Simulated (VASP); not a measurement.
# CsCl (Pm-3m) in VASP: notebook

Runs on CsCl. Level: PBE. Tasks: single point.

Everything below comes from runs of VASP 6.6.1. Logs are shortened: lines on timing, memory, paths and dates and some standing lists are left out, and cuts for length are marked.

**1. The cell of the first run**

Symmetry: Pm-3m, No. 221, cubic system. The conventional cell has a = 4.137 Å, b = 4.137 Å, c = 4.137 Å, α = 90.00°, β = 90.00°, γ = 90.00°. Within 4.7 Å of Cs (site symmetry m-3m) lie 8 Cl at 3.58 Å and 6 Cs at 4.14 Å. Cl (site symmetry m-3m) has 8 Cs at 3.58 Å and 6 Cl at 4.14 Å within 4.7 Å.

**2. Single point, PBE**

INCAR

```
SYSTEM = CsCl
ALGO     = Normal         ! electronic algorithm
EDIFF    = 1E-6           ! SCF threshold, eV
ENCUT    = 500            ! plane-wave cutoff, eV
GGA      = PE             ! functional
GGA_COMPAT= .False.      
ISIF     = 2              ! what is computed and relaxed
ISMEAR   = 0              ! smearing method
LASPH    = .True.         ! aspherical terms in the spheres
LCHARG   = .False.        ! write CHGCAR
LREAL    = .False.        ! projectors in reciprocal space
LWAVE    = .False.        ! write WAVECAR
NBANDS   = 15             ! bands
NELM     = 120            ! most SCF steps
PREC     = Accurate       ! precision mode
SIGMA    = 0.05           ! smearing width, eV
```

KPOINTS

```
k-points
0
Gamma
  8 8 8
  0 0 0
```

POSCAR

```
CsCl
1.0
    4.1366966619      0.0000000000      0.0000000000
    0.0000000000      4.1366966619      0.0000000000
    0.0000000000      0.0000000000      4.1366966619
Cs Cl
1 1
Direct
    0.0000000000      0.0000000000      0.0000000000
    0.5000000000      0.5000000000      0.5000000000
```

Potentials or basis: VASP PAW PBE potentials, release 64 (Cs_sv, Cl).

The run is started by

```bash
$ cat potpaw_PBE.64/Cs_sv/POTCAR potpaw_PBE.64/Cl/POTCAR > POTCAR
$ mpirun -np 1 vasp_std > vasp.out
```

OUTCAR:

```text
SYSTEM = CsCl
   EDIFF = 1E-6
   ENCUT = 500
   GGA = PE
   ISIF = 2
   ISMEAR = 0
   LASPH = .True.
   LREAL = .False.
   NELM = 120
   PREC = Accurate

 ion  position               nearest neighbor table
   1  0.000  0.000  0.000-
   2  0.500  0.500  0.500-

  LATTYP: Found a simple cubic cell.
 ALAT       =     4.1366966619

  Lattice vectors:

 A1 = (   4.1366966619,   0.0000000000,   0.0000000000)
 A2 = (   0.0000000000,   4.1366966619,   0.0000000000)
 A3 = (   0.0000000000,   0.0000000000,   4.1366966619)

Analysis of symmetry for initial positions (statically):
=====================================================================
 Subroutine PRICEL returns:
 Original cell was already a primitive cell.

 Routine SETGRP: Setting up the symmetry group for a
 simple cubic supercell.

 Subroutine GETGRP returns: Found 48 space group operations
 (whereof 48 operations were pure point group operations)
 out of a pool of 48 trial point group operations.

The static configuration has the point symmetry O_h .

Analysis of symmetry for dynamics (positions and initial velocities):
=====================================================================
 Subroutine PRICEL returns:
 Original cell was already a primitive cell.

 Routine SETGRP: Setting up the symmetry group for a
 simple cubic supercell.

 Subroutine GETGRP returns: Found 48 space group operations
 (whereof 48 operations were pure point group operations)
 out of a pool of 48 trial point group operations.

The dynamic configuration has the point symmetry O_h .

 Subroutine INISYM returns: Found 48 space group operations
 (whereof 48 operations are pure point group operations),
 and found     1 'primitive' translations

----------------------------------------------------------------------------------------

                                     Primitive cell

  volume of cell :      70.7882

  direct lattice vectors                    reciprocal lattice vectors
     4.136696662  0.000000000  0.000000000     0.241738779  0.000000000  0.000000000
     0.000000000  4.136696662  0.000000000     0.000000000  0.241738779  0.000000000
     0.000000000  0.000000000  4.136696662     0.000000000  0.000000000  0.241738779

  length of vectors
     4.136696662  4.136696662  4.136696662     0.241738779  0.241738779  0.241738779

  position of ions in fractional coordinates (direct lattice)
     0.000000000  0.000000000  0.000000000
     0.500000000  0.500000000  0.500000000

  ion indices of the primitive-cell ions
   primitive index   ion index
                 1           1
                 2           2

----------------------------------------------------------------------------------------

 KPOINTS: k-points

Automatic generation of k-mesh.
 Grid dimensions read from file:
 generate k-points for:    8    8    8

 Generating k-lattice:

  Cartesian coordinates                     Fractional coordinates (reciprocal lattice)
     0.030217347  0.000000000  0.000000000     0.125000000  0.000000000  0.000000000
     0.000000000  0.030217347  0.000000000     0.000000000  0.125000000  0.000000000
     0.000000000  0.000000000  0.030217347     0.000000000  0.000000000  0.125000000

  Length of vectors
     0.030217347  0.030217347  0.030217347

  Shift w.r.t. Gamma in fractional coordinates (k-lattice)
     0.000000000  0.000000000  0.000000000

 Subroutine IBZKPT returns following result:
 ===========================================

 Found     35 irreducible k-points:

 Following reciprocal coordinates:
            Coordinates               Weight
  0.000000  0.000000  0.000000      1.000000
  0.125000  0.000000  0.000000      6.000000
  0.250000  0.000000  0.000000      6.000000
  0.375000  0.000000  0.000000      6.000000
  0.500000  0.000000  0.000000      3.000000
  0.125000  0.125000  0.000000     12.000000
[... 16 lines left out ...]
  0.375000  0.375000  0.125000     24.000000
  0.500000  0.375000  0.125000     24.000000
 [... further k-points ...]
   k-points           NKPTS =     35   k-points in BZ     NKDIM =     35   number of bands    NBANDS=     15
   number of dos      NEDOS =    301   number of ions     NIONS =      2
   total plane-waves  NPLWV =  27000
   dimension x,y,z NGX =    30 NGY =   30 NGZ =   30
   dimension x,y,z NGXF=    60 NGYF=   60 NGZF=   60
   ions per type =               1   1
   NGX,Y,Z   is equivalent  to a cutoff of  12.06, 12.06, 12.06 a.u.
   NGXF,Y,Z  is equivalent  to a cutoff of  24.11, 24.11, 24.11 a.u.
 SYSTEM =  CsCl
   PREC   = accura    normal or accurate (medium, high low for compatibility)
   ISTART =      0    job   : 0-new  1-cont  2-samecut
   ICHARG =      2    charge: 1-file 2-atom 10-const
   ISPIN  =      1    spin polarized calculation?
   LNONCOLLINEAR =      F non collinear calculations
   LSORBIT =      F    spin-orbit coupling
   LASPH  =      T    aspherical Exc in radial PAW
   ENCUT  =  500.0 eV  36.75 Ry    6.06 a.u.   7.54  7.54  7.54*2*pi/ulx,y,z
   NELM   =    120;   NELMIN=  2; NELMDL= -5     # of ELM steps
   EDIFF  = 0.1E-05   stopping-criterion for ELM
   LREAL  =      F    real-space projection
   EDIFFG = 0.1E-04   stopping-criterion for IOM
   NSW    =      0    number of steps for IOM
   IBRION =     -1    ionic relax: 0-MD 1-quasi-New 2-CG
   NFREE  =      0    steps in history (QN), initial steepest desc. (CG)
   ISIF   =      2    stress and relaxation
   ISYM   =      2    0-nonsym 1-usesym 2-fastsym
   POTIM  = 0.5000    time-step for ionic-motion
   TEBEG  =    0.0;   TEEND  =   0.0 temperature during run
   PSTRESS=    0.0 pullay stress
   NELECT =      16.0000    total number of electrons
   NUPDOWN=      -1.0000    fix difference up-down
   EMIN   =  10.00;   EMAX   =-10.00  energy-range for DOS
   EFERMI =   0.00;   METHOD = LEGACY
   ISMEAR =     0;   SIGMA  =   0.05  broadening in eV -4-tet -1-fermi 0-gaus
   EFERMI_NEDOS =   21; number of points for ismear=-14 and -15
   IALGO  =     38    algorithm
   IMIX   =      4    mixing-type and parameters
     AMIX     =   0.40;   BMIX     =  1.00
     AMIX_MAG =   1.60;   BMIX_MAG =  1.00
  volume/ion in A,a.u.               =      35.39       238.85
  Fermi-wavevector in a.u.,A,eV,Ry     =   0.997228  1.884488 13.530501  0.994464
  Thomas-Fermi vector in A             =   2.129370
   LORBIT       =      0    0 simple, 1 ext, 2 COOP (PROOUT), +10 PAW based schemes
   GGA     = PE    functional components
   LHFCALC =     F    Hartree Fock is set to
   AEXX    =    0.0000 exact exchange contribution
   IVDW    =     0    specifies the selected vdW correction
   LEPSILON=     F    determine dielectric tensor
   LRPA    =     F    only Hartree local field effects (RPA)
 non-spin polarized calculation
 Gauss-broadening in eV      SIGMA  =   0.05
  energy-cutoff  :      500.00
  volume of cell :       70.79
 maximum number of plane-waves:      1856
   NGX = 15   NGY = 15   NGZ = 15

 number of electron      15.9999998 magnetization

 Free energy of the ion-electron system (eV)
  ---------------------------------------------------
  ext. energy  EPLUGINS =         0.00000000
  ---------------------------------------------------
  free energy    TOTEN  =        -6.53116531 eV

  energy without entropy =       -6.53116531  energy(sigma->0) =       -6.53116531

 E-fermi :  -0.1465     XC(G=0):  -8.2115

 val. band max:       -0.3683414514   @ k =   0.0000   0.0000   0.0000
 cond. band min:       4.8469282490   @ k =   0.0000   0.0000   0.0000
 fundamental gap:      5.2152697004
 Fermi energy:        -0.1464524680

 k-point     1 :       0.0000    0.0000    0.0000
  band No.  band energies     occupation
      1     -19.7637      2.00000
      2     -12.5327      2.00000
      3      -6.2575      2.00000
      4      -6.2575      2.00000
      5      -6.2575      2.00000
      6      -0.3683      2.00000
      7      -0.3683      2.00000
      8      -0.3683      2.00000
      9       4.8469      0.00000
     10       5.0349      0.00000
     11       5.0349      0.00000
     12       9.6234      0.00000
     13       9.6234      0.00000
     14       9.6234      0.00000
     15      12.8013      0.00000

 k-point     2 :       0.1250    0.0000    0.0000
  band No.  band energies     occupation
      1     -19.7524      2.00000
      2     -12.5379      2.00000
      3      -6.3436      2.00000
      4      -6.2382      2.00000
      5      -6.2382      2.00000
      6      -0.5743      2.00000
      7      -0.4002      2.00000
      8      -0.4002      2.00000
      9       5.1388      0.00000
     10       5.2072      0.00000
     11       5.4084      0.00000
     12       9.4901      0.00000
     13       9.4901      0.00000
     14       9.7116      0.00000
     15      11.8482      0.00000

 k-point     3 :       0.2500    0.0000    0.0000
  band No.  band energies     occupation
      1     -19.7248      2.00000
      2     -12.5517      2.00000
      3      -6.5362      2.00000
      4      -6.1907      2.00000
      5      -6.1907      2.00000
      6      -1.0057      2.00000
      7      -0.4792      2.00000
      8      -0.4792      2.00000
      9       5.4308      0.00000
     10       6.0024      0.00000
     11       6.4648      0.00000
     12       9.2577      0.00000
     13       9.2577      0.00000
     14       9.9539      0.00000
     15      10.4635      0.00000

 k-point     4 :       0.3750    0.0000    0.0000
  band No.  band energies     occupation
      1     -19.6968      2.00000
      2     -12.5675      2.00000
      3      -6.7100      2.00000
      4      -6.1418      2.00000
      5      -6.1418      2.00000
      6      -1.3751      2.00000
      7      -0.5613      2.00000
      8      -0.5613      2.00000
      9       5.8211      0.00000
     10       6.8156      0.00000
     11       7.7866      0.00000
     12       9.1231      0.00000
     13       9.1231      0.00000
     14       9.3644      0.00000
     15      10.2596      0.00000
[... 307 lines left out ...]
 k-point    22 :       0.5000    0.2500    0.1250
  band No.  band energies     occupation
      1     -19.6423      2.00000
      2     -12.4976      2.00000
      3      -6.8885      2.00000
      4      -6.5788      2.00000
      5      -6.2100      2.00000
      6      -1.1099      2.00000
      7      -0.8465      2.00000
      8      -0.5137      2.00000
      9       6.4271      0.00000
     10       6.6506      0.00000
     11       7.7651      0.00000
     12       8.0806      0.00000
     13       8.6663      0.00000
     14      10.1928      0.00000
     15      11.6137      0.00000

 k-point    23 :       0.3750    0.3750    0.1250
  band No.  band energies     occupation
      1     -19.6288      2.00000
      2     -12.4691      2.00000
      3      -6.8778      2.00000
      4      -6.8087      2.00000
      5      -6.1883      2.00000
      6      -0.9962      2.00000
      7      -0.8319      2.00000
      8      -0.5738      2.00000
      9       6.1958      0.00000
     10       6.3507      0.00000
     11       7.8002      0.00000
     12       8.0367      0.00000
     13       9.3339      0.00000
     14       9.8976      0.00000
     15      11.8962      0.00000

 k-point    24 :       0.5000    0.3750    0.1250
  band No.  band energies     occupation
      1     -19.6186      2.00000
      2     -12.4545      2.00000
      3      -6.9494      2.00000
      4      -6.8646      2.00000
      5      -6.1717      2.00000
      6      -0.9484      2.00000
      7      -0.8906      2.00000
      8      -0.5618      2.00000
      9       6.1324      0.00000
     10       6.1599      0.00000
     11       7.7852      0.00000
     12       7.8010      0.00000
     13       9.7636      0.00000
     14      10.9224      0.00000
     15      12.0946      0.00000

 [... further k-points ...]
[... 5 lines left out ...]
  --------------------------------------------------------------------------------------
  -------------------------------------------------------------------------------------
  Total        0.3670244      0.3670244      0.3670244      0.0000000      0.0000000      0.0000000
  in kB        8.3070060      8.3070060      8.3070060      0.0000000      0.0000000      0.0000000
  external PRESSURE =       8.3070060 kB  Pullay stress =       0.0000000 kB

 VOLUME and BASIS-vectors are now :
 -----------------------------------------------------------------------------
  energy-cutoff  :      500.00
  volume of cell :       70.79
      direct lattice vectors                 reciprocal lattice vectors
     4.136696662  0.000000000  0.000000000     0.241738779  0.000000000  0.000000000
     0.000000000  4.136696662  0.000000000     0.000000000  0.241738779  0.000000000
     0.000000000  0.000000000  4.136696662     0.000000000  0.000000000  0.241738779

 POSITION                                       TOTAL-FORCE (eV/Angst)
 -----------------------------------------------------------------------------------
      0.00000      0.00000      0.00000         0.000000      0.000000      0.000000
      2.06835      2.06835      2.06835         0.000000      0.000000      0.000000
 -----------------------------------------------------------------------------------
    total drift:                                0.000000      0.000000      0.000000

  FREE ENERGIE OF THE ION-ELECTRON SYSTEM (eV)
  ---------------------------------------------------
  free  energy   TOTEN  =        -6.5311653121 eV

  energy  without entropy=       -6.5311653121  energy(sigma->0) =       -6.53116531
```

Wall time 31 s (1 thread of Intel Xeon 8259CL, shared host); peak memory 0.18 GiB.

What came out:

```
Free energy            : -6.5312 eV
Pressure               : 0.8 GPa
Band gap on the k mesh : 5.22 eV
```

Levels at points of the mesh, in eV from the valence-band top:
```csv
k point,band 4,band 5,band 6,band 7,band 8,band 9,band 10,band 11,band 12,band 13
"(0.00, 0.00, 0.00)",-5.89,-5.89,0.00,0.00,0.00,5.22,5.40,5.40,9.99,9.99
"(0.50, 0.00, 0.00)",-5.75,-5.75,-1.15,-0.23,-0.23,6.41,7.56,8.82,9.27,9.46
"(0.50, 0.50, 0.00)",-6.64,-5.67,-0.42,-0.42,-0.05,5.94,6.02,7.97,7.97,11.86
"(0.50, 0.50, 0.50)",-6.41,-6.41,-1.07,-1.07,-1.07,8.45,8.45,8.45,10.47,10.47
```

Caveat: spin-orbit coupling is left out, which moves the levels of the heavy elements. A k mesh can miss the band edges.

(Continued in part 2 of 2.)
